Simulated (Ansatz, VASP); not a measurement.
Sn: VASP beside Ansatz

POSCAR

```
Sn
1.0
    0.0000000000      3.1462486181      3.1462486181
    3.1462486181      0.0000000000      3.1462486181
    3.1462486181      3.1462486181      0.0000000000
Sn
2
Direct
    0.0000000000      0.0000000000      0.0000000000
    0.2500000000      0.2500000000      0.2500000000
```

INCAR.step1

```
SYSTEM = Sn
  ALGO = Normal
  EDIFF = 1E-4
  ENCUT = 520
  GGA = PE
  ISMEAR = 0
  LASPH = .TRUE.
  LCHARG = .FALSE.
  LREAL = .FALSE.
  LWAVE = .TRUE.
  NBANDS = 21
  NELM = 60
  PREC = Accurate
  SIGMA = 0.1
```

Contents of INCAR.step2:

```
SYSTEM = Sn
  ALGO = Normal
  EDIFF = 1E-6
  ENCUT = 520
  ISIF = 2
  ISMEAR = 0
  ISTART = 1
  LASPH = .TRUE.
  LCHARG = .TRUE.
  LELF = .TRUE.
  LMIXTAU = .TRUE.
  LREAL = .FALSE.
  LVHAR = .TRUE.
  LWAVE = .FALSE.
  METAGGA = R2SCAN
  NBANDS = 21
  NELM = 60
  PREC = Accurate
  SIGMA = 0.1
```

KPOINTS

```
k-points
0
G
  12 12 12
  0 0 0
```

Input for Ansatz:

```yaml
crystal:
  lattice:
    - [0.0, 3.1462486181, 3.1462486181]
    - [3.1462486181, 0.0, 3.1462486181]
    - [3.1462486181, 3.1462486181, 0.0]
  atoms:
    - { symbol: Sn, position: [0.0, 0.0, 0.0] }
    - { symbol: Sn, position: [0.25, 0.25, 0.25] }
basis:
  ecutwfc: 500
kpoints:
  mp_grid: { grid: [12, 12, 12] }
hamiltonian:
  xc: r2scan
scf:
  occupations: { method: gaussian, width: 0.1 }
output:
  forces: true
  stress: true
  eigenvalues: true
```

Alike in both runs: task single point; functional r2SCAN; k mesh 12 × 12 × 12; occupations gaussian, width 0.1 eV; no spin polarisation.

```csv
,VASP,Ansatz
version,VASP 6.6.1,Ansatz 0.2.0
potentials or method,"VASP PAW PBE potentials, release 64 (Sn_d), cutoff 520 eV","scalar-relativistic, plane waves, PAW"
valence electrons in the cell,28,28
```

```tsv
	VASP	Ansatz	Ansatz less VASP
gap on the k mesh at the Fermi level (eV)	0.34	0.34	-0.002
least direct gap on the mesh (eV)	0.34	0.34	-0.002
pressure (GPa)	7.5	7.5	0.00
```

VASP's potentials were made for PBE, not for r2SCAN.
